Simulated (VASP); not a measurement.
# BN (F-43m) in VASP: a series of runs, part 2 of 3

VASP 6.6.1. Earlier steps stand in the parts before.

**3. Elastic constants, PBE**

This run uses another cell than the first one, of 5.49 Å³/atom, 0.904 times its volume.

Contents of INCAR:

```
SYSTEM = BN
PREC     = Accurate       ! precision mode
ENCUT    = 600            ! plane-wave cutoff, eV
EDIFF    = 1E-8           ! SCF threshold, eV
ISMEAR   = 0              ! smearing method
SIGMA    = 0.01           ! smearing width, eV
LREAL    = .FALSE.        ! projectors in reciprocal space
LASPH    = .TRUE.         ! aspherical terms in the spheres
NELM     = 100            ! most SCF steps
ALGO     = Normal         ! electronic algorithm
ISIF     = 3              ! what is computed and relaxed
LWAVE    = .FALSE.        ! write WAVECAR
LCHARG   = .FALSE.        ! write CHGCAR
GGA      = PE             ! functional
NBANDS   = 11             ! bands
IBRION   = 6              ! ionic algorithm
NFREE    = 2            
POTIM    = 0.015          ! step
NSW      = 1              ! ionic steps
```

Contents of KPOINTS:

```
regular mesh
0
G
  12 12 12
  0 0 0
```

Contents of POSCAR:

```
BN
1.0
    0.0000000000      1.7639667607      1.7639667607
    1.7639667607      0.0000000000      1.7639667607
    1.7639667607      1.7639667607      0.0000000000
B N
1 1
Direct
    0.0000000000      0.0000000000      0.0000000000
    0.7500000000      0.7500000000      0.7500000000
```

Potentials or basis: VASP PAW PBE potentials, release 64 (B, N).

The run is started by

```console
cat potpaw_PBE.64/B/POTCAR potpaw_PBE.64/N/POTCAR > POTCAR
mpirun -np 1 vasp_std > vasp.out
```

OUTCAR:

```text
SYSTEM = BN
   PREC = Accurate
   ENCUT = 600
   EDIFF = 1E-8
   ISMEAR = 0
   LREAL = .FALSE.
   LASPH = .TRUE.
   NELM = 100
   ISIF = 3
   GGA = PE
   IBRION = 6
   NFREE = 2
   POTIM = 0.015
   NSW = 1

 ion  position               nearest neighbor table
   1  0.000  0.000  0.000-   2 1.53   2 1.53   2 1.53   2 1.53
   2  0.750  0.750  0.750-   1 1.53   1 1.53   1 1.53   1 1.53

  LATTYP: Found a face centered cubic cell.
 ALAT       =     3.5279335214

  Lattice vectors:

 A1 = (   0.0000000000,   1.7639667607,   1.7639667607)
 A2 = (   1.7639667607,   0.0000000000,   1.7639667607)
 A3 = (   1.7639667607,   1.7639667607,   0.0000000000)

Analysis of symmetry for initial positions (statically):
=====================================================================
 Subroutine PRICEL returns:
 Original cell was already a primitive cell.

 Routine SETGRP: Setting up the symmetry group for a
 face centered cubic supercell.

 Subroutine GETGRP returns: Found 24 space group operations
 (whereof 24 operations were pure point group operations)
 out of a pool of 48 trial point group operations.

The static configuration has the point symmetry T_d .

Analysis of symmetry for dynamics (positions and initial velocities):
[... 702 lines left out ...]
  -------------------------------------------------------------------------------------
  Total        2.4138834      2.4179336      2.4179336      0.0000000     -0.0855373      0.0000000
  in kB      352.3105835    352.9017161    352.9017161      0.0000000    -12.4843171      0.0000000
  external PRESSURE =     352.7046719 kB  Pullay stress =       0.0000000 kB
[... 17 lines left out ...]
  FREE ENERGIE OF THE ION-ELECTRON SYSTEM (eV)
  ---------------------------------------------------
  free  energy   TOTEN  =       -17.3527355556 eV

  energy  without entropy=      -17.3527355556  energy(sigma->0) =      -17.35273556

 INTERNAL STRAIN TENSORS FROM STRAINED CELLS
 ============================================

 INTERNAL STRAIN TENSOR FOR ION    1 for displacements in x,y,z  (eV/Angst):
          X           Y           Z          XY          YZ          ZX
  --------------------------------------------------------------------------------
  x    -0.00000     0.00000    -0.00000    -0.00000    -5.70290     0.00000
  y    -0.00000    -0.00000    -0.00000     0.00000     0.00000    -5.70322
  z    -0.00000     0.00000     0.00000    -5.70271    -0.00000     0.00000

 INTERNAL STRAIN TENSORS FROM DISPLACED ATOMS
 ============================================

 INTERNAL STRAIN TENSOR FOR ION    1 for displacements in x,y,z  (eV/Angst):
          X           Y           Z          XY          YZ          ZX
  --------------------------------------------------------------------------------
  x    -0.00000     0.00000     0.00000     0.00000    -5.70118     0.00000
  y     0.00000     0.00000     0.00000     0.00000     0.00000    -5.70118
  z     0.00000     0.00000    -0.00000    -5.70118     0.00000     0.00000

 INTERNAL STRAIN TENSOR FOR ION    2 for displacements in x,y,z  (eV/Angst):
          X           Y           Z          XY          YZ          ZX
  --------------------------------------------------------------------------------
  x     0.00000     0.00000     0.00000     0.00000     5.70278     0.00000
  y     0.00000     0.00000     0.00000     0.00000     0.00000     5.70278
  z     0.00000     0.00000     0.00000     5.70278     0.00000     0.00000

 Eigenvectors and eigenvalues of the dynamical matrix
 ----------------------------------------------------

   1 f  =   34.026362 THz   213.793937 2PiTHz 1134.997260 cm-1   140.721662 meV
             X         Y         Z           dx          dy          dz
      0.000000  0.000000  0.000000    -0.751221    0.000000   -0.000000
      2.645950  2.645950  2.645950     0.660050    0.000000   -0.000000
[... 21 lines left out ...]
   6 f/i=    0.001725 THz     0.010839 2PiTHz    0.057543 cm-1     0.007134 meV
             X         Y         Z           dx          dy          dz
      0.000000  0.000000  0.000000     0.000000   -0.324397   -0.574833
      2.645950  2.645950  2.645950    -0.000000   -0.369206   -0.654233

--------------------------------------------------------------------------------------------------------

 ELASTIC MODULI CONTR FROM IONIC RELAXATION (kBar)
 Direction    XX          YY          ZZ          XY          YZ          ZX
 --------------------------------------------------------------------------------
 XX          -0.0000      0.0000     -0.0000     -0.0000     -0.0000     -0.0000
 YY           0.0000     -0.0000     -0.0000     -0.0000      0.0000      0.0000
 ZZ          -0.0000     -0.0000     -0.0000     -0.0000     -0.0000      0.0000
 XY          -0.0000     -0.0000     -0.0000   -164.2003     -0.0000      0.0000
 YZ          -0.0000      0.0000     -0.0000     -0.0000   -164.2003     -0.0000
 ZX          -0.0000      0.0000      0.0000      0.0000     -0.0000   -164.2003
 --------------------------------------------------------------------------------

 TOTAL ELASTIC MODULI (kBar)
 Direction    XX          YY          ZZ          XY          YZ          ZX
 --------------------------------------------------------------------------------
 XX        8993.2832   2431.1670   2431.1670     -0.0000      0.0000     -0.0000
 YY        2431.1670   8993.2832   2431.1670     -0.0000      0.0000     -0.0000
 ZZ        2431.1670   2431.1670   8993.2832      0.0000     -0.0000      0.0000
 XY          -0.0000     -0.0000      0.0000   5322.1902     -0.0000      0.0000
 YZ           0.0000      0.0000     -0.0000     -0.0000   5322.1902     -0.0000
 ZX          -0.0000     -0.0000      0.0000      0.0000     -0.0000   5322.1902
 --------------------------------------------------------------------------------
```

Run time: 4.1 min. Hardware: 1 thread of Intel Xeon Platinum 8488C (Sapphire Rapids), shared host; peak memory 0.24 GiB.

What came out:

```yaml
Elastic_constants_C11_C12_C44: 899, 243, 532 GPa
Voigt_bulk_modulus: 462 GPa
Highest_phonon_frequency_at_Γ_LO-TO_splitting_left_out: 1135 cm⁻¹
```

Phonon frequencies in cm⁻¹ (negative: imaginary):
| q point | frequencies |
| --- | --- |
| (0.000, 0.000, 0.000) | 0 0 0 1135 1135 1135 |

Elastic tensor in Voigt notation (GPa, in the Cartesian axes of the cell as first typed):
```
899 243 243   0   0   0
243 899 243   0   0   0
243 243 899   0   0   0
  0   0   0 532   0   0
  0   0   0   0 532   0
  0   0   0   0   0 532
```

Clamped-ion elastic tensor (GPa):
```
899 243 243   0   0   0
243 899 243   0   0   0
243 243 899   0   0   0
  0   0   0 549   0   0
  0   0   0   0 549   0
  0   0   0   0   0 549
```

Caveat: the cell is under stress, which shifts elastic constants.

**4. Vibrations by perturbation theory, PBE**

This run uses another cell than the first one, of 6.00 Å³/atom, 0.988 times its volume.

Contents of INCAR:

```
SYSTEM = BN
ALGO     = Normal         ! electronic algorithm
EDIFF    = 1E-8           ! SCF threshold, eV
ENCUT    = 520            ! plane-wave cutoff, eV
GGA      = PE             ! functional
IBRION   = 8              ! ionic algorithm
ISIF     = 2              ! what is computed and relaxed
ISMEAR   = 0              ! smearing method
LASPH    = .TRUE.         ! aspherical terms in the spheres
LCHARG   = .FALSE.        ! write CHGCAR
LEPSILON = .TRUE.         ! dielectric tensor by DFPT
LREAL    = .FALSE.        ! projectors in reciprocal space
LWAVE    = .FALSE.        ! write WAVECAR
NELM     = 60             ! most SCF steps
NSW      = 1              ! ionic steps
PREC     = Accurate       ! precision mode
SIGMA    = 0.01           ! smearing width, eV
```

Contents of KPOINTS:

```
k-points
0
G
  12 12 12
  0 0 0
```

Contents of POSCAR:

```
BN
1.0
    0.0000000000      1.8172984451      1.8172984451
    1.8172984451      0.0000000000      1.8172984451
    1.8172984451      1.8172984451      0.0000000000
B N
1 1
Direct
    0.0000000000      0.0000000000      0.0000000000
    0.7500000000      0.7500000000      0.7500000000
```

Potentials or basis: VASP PAW PBE potentials, release 64 (B, N).

The run is started by

```console
cat potpaw_PBE.64/B/POTCAR potpaw_PBE.64/N/POTCAR > POTCAR
mpirun -np 1 vasp_std > vasp.out
```

OUTCAR:

```text
SYSTEM = BN
   EDIFF = 1E-8
   ENCUT = 520
   GGA = PE
   IBRION = 8
   ISIF = 2
   ISMEAR = 0
   LASPH = .TRUE.
   LEPSILON = .TRUE.
   LREAL = .FALSE.
   NELM = 60
   NSW = 1
   PREC = Accurate

 ion  position               nearest neighbor table
   1  0.000  0.000  0.000-   2 1.57   2 1.57   2 1.57   2 1.57
   2  0.750  0.750  0.750-   1 1.57   1 1.57   1 1.57   1 1.57
[... 594 lines left out ...]
      0.000000  0.000000  0.000000     0.000000    0.751205    0.000000
      2.725948  2.725948  2.725948     0.000000   -0.660069    0.000000
[... 21 lines left out ...]
   6 f/i=    0.000792 THz     0.004979 2PiTHz    0.026430 cm-1     0.003277 meV
             X         Y         Z           dx          dy          dz
      0.000000  0.000000  0.000000     0.000000    0.000000   -0.660069
      2.725948  2.725948  2.725948     0.000000    0.000000   -0.751205

--------------------------------------------------------------------------------------------------------

 MACROSCOPIC STATIC DIELECTRIC TENSOR IONIC CONTRIBUTION
 ------------------------------------------------------
           2.373541    -0.000000    -0.000000
          -0.000000     2.373541    -0.000000
          -0.000000    -0.000000     2.373541
 ------------------------------------------------------

 ELASTIC MODULI CONTR FROM IONIC RELAXATION (kBar)
 Direction    XX          YY          ZZ          XY          YZ          ZX
 --------------------------------------------------------------------------------
 XX          -0.0000      0.0000      0.0000      0.0000     -0.0000     -0.0000
 YY           0.0000     -0.0000      0.0000      0.0000      0.0000      0.0000
 ZZ           0.0000      0.0000     -0.0000     -0.0000      0.0000     -0.0000
 XY           0.0000      0.0000     -0.0000     -5.5454      0.0000      0.0000
 YZ          -0.0000      0.0000      0.0000      0.0000     -5.5454     -0.0000
 ZX          -0.0000      0.0000     -0.0000      0.0000     -0.0000     -5.5454
 --------------------------------------------------------------------------------

 PIEZOELECTRIC TENSOR IONIC CONTR  for field in x, y, z        (C/m^2)
          XX          YY          ZZ          XY          YZ          ZX
  --------------------------------------------------------------------------------
  x    -0.00000     0.00000     0.00000     0.00000    -0.10795     0.00000
  y    -0.00000     0.00000    -0.00000     0.00000     0.00000    -0.10795
  z     0.00000     0.00000    -0.00000    -0.10795     0.00000     0.00000
```

OSZICAR:

```text
N       E                     dE             d eps       ncg     rms          rms(c)
DAV:   1     0.857523965281E+01    0.85752E+01   -0.52846E+03  1216   0.997E+02
DAV:   2    -0.181886303349E+02   -0.26764E+02   -0.25970E+02  1576   0.170E+02
DAV:   3    -0.183905175333E+02   -0.20189E+00   -0.20189E+00  1360   0.187E+01
DAV:   4    -0.183907206791E+02   -0.20315E-03   -0.20315E-03  1560   0.497E-01
[... 139 lines left out ...]
RMM:   7    -0.230573724058E+00    0.54949E-05   -0.59974E-08  7368   0.924E-04    0.679E-05
RMM:   8    -0.230574213792E+00   -0.48973E-06   -0.11260E-08  6751   0.100E-04    0.324E-05
RMM:   9    -0.230574106768E+00    0.10702E-06    0.12214E-09  7599   0.595E-05    0.247E-06
RMM:  10    -0.230574101353E+00    0.54154E-08    0.46614E-10  6803   0.402E-06    0.993E-07
 Linear response finished
```

It took 4.1 min on 1 thread of Intel Xeon 8259CL, shared host; peak memory 0.19 GiB.

Results:

| Item | Value |
| --- | --- |
| Electronic dielectric tensor (diagonal) | 4.62 |
| Born charges (mean of the diagonal) | B +1.92; N -1.92 e |
| Highest phonon frequency at Γ, LO-TO splitting left out | 1019 cm⁻¹ |

Phonon frequencies in cm⁻¹ (negative: imaginary):
| q point | frequencies |
| --- | --- |
| (0.000, 0.000, 0.000) | 0 0 0 1019 1019 1019 |

Electronic dielectric tensor:
```
4.62 0.00 0.00
0.00 4.62 0.00
0.00 0.00 4.62
```

Born effective charge tensors (e):
atom 1, B
```
1.92 0.00 0.00
0.00 1.92 0.00
0.00 0.00 1.92
```
atom 2, N
```
-1.92  0.00  0.00
 0.00 -1.92  0.00
 0.00  0.00 -1.92
```

Caveat: the cell wasn't relaxed at this level first, which shifts response properties.

(Part 2 of 3 ends here.)
